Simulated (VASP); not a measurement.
Wanted: the native input for a VASP 6.6.1 run.

- Task: single point
- Functional: PBE
- Potentials or basis: VASP PAW PBE potentials, release 64 (Ta_sv_GW, Ag_sv_GW, C)
- Cutoff: 700 eV
- k mesh: 16 × 16 × 8
- Occupations: gaussian, width 0.1 eV
- Spin: no spin polarisation
- Dipole correction: no
- Further INCAR settings: ALGO = Normal; EDIFF = 1e-06; NBANDS = 25

The structure of TaAgC lies in POSCAR:

```
TaAgC
1.0
    3.0229279323      0.0000000000      0.0000000000
    0.0000000000      3.0229279323      0.0000000000
    0.0000000000      0.0000000000      5.6998691364
Ta Ag C
1 1 1
Direct
    0.5000000000      0.5000000000      0.5000000000
    0.5000000000      0.5000000000      0.0000000000
    0.0000000000      0.0000000000      0.5000000000
```

The cell was generated, and may not be a known phase.

The input as run:

INCAR

```
  PREC = Accurate
  ENCUT = 700
  EDIFF = 1E-6
  ISMEAR = 0
  SIGMA = 0.1
  LREAL = F
  LASPH = T
  NELM = 120
  ALGO = Normal
  ISIF = 2
  LWAVE = F
  LCHARG = F
  GGA = PE
  NBANDS = 25
  GGA_COMPAT = F
```

KPOINTS

```
regular mesh
0
Gamma
  16 16 8
```

Potentials or basis: VASP PAW PBE potentials, release 64 (Ta_sv_GW, Ag_sv_GW, C).

Run with:

```sh
$ cat potpaw_PBE.64/Ta_sv_GW/POTCAR potpaw_PBE.64/Ag_sv_GW/POTCAR potpaw_PBE.64/C/POTCAR > POTCAR
$ mpirun -np 1 vasp_std > vasp.out
```

It gave:

| Quantity | Value |
| --- | --- |
| Pressure | -0.1 GPa |
| Band gap on the k mesh | zero (bands 18 and 19 overlap by 1.19 eV) |

Caveat: spin-orbit coupling is left out, which moves the levels of the heavy elements.

Run time: 5.2 min on 1 thread of Intel(R) Xeon(R) 6975P-C (Granite Rapids) (shared host), peak memory 0.67 GiB.
